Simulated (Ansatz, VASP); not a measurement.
## One calculation of Si2Bi, two programs

```
Si Bi
1.0
     4.00595    0.00000    0.00000
    -2.00298    3.46926    0.00000
     0.00000    0.00000    8.92147
Si Bi
4 2
Cartesian
  0.0000 2.3128 7.6108
  2.0030 1.1564 3.1501
  2.0030 1.1564 1.3106
  0.0000 2.3128 5.7714
  0.0000 0.0000 0.0000
  0.0000 0.0000 4.4607
```

Alike in both runs: task relaxation of cell and atoms; functional PBE; k mesh 6 × 6 × 2; occupations gaussian, width 0.1 eV; no spin polarisation.

|  | VASP | Ansatz |
| --- | --- | --- |
| version | VASP 6.6.1 | Ansatz 0.2.0 |
| potentials or method | VASP PAW PBE potentials, release 64 (Si, Bi_d), cutoff 600 eV | scalar-relativistic, plane waves, PAW |
| valence electrons in the cell | 46 | 46 |

VASP gave:

| Quantity | Value |
| --- | --- |
| gap on the k mesh at the Fermi level, each at its own relaxed structure (eV) | none |
| relaxed volume (Å³/atom) | 28.49 |
| relaxed length of the cell vector where the two differ most in proportion (Å) | 4.416 |

What did Ansatz give for the same quantities?

gap on the k mesh at the Fermi level, each at its own relaxed structure (eV): none; relaxed volume (Å³/atom): 28.51; relaxed length of the cell vector where the two differ most in proportion (Å): 4.418.

A gap of «none» marks a metal or a gap that the smearing closes.

Spin-orbit coupling is off throughout. Noted on VASP's run: the volume moved by over 15 % at a fixed basis, so the end points are rough.
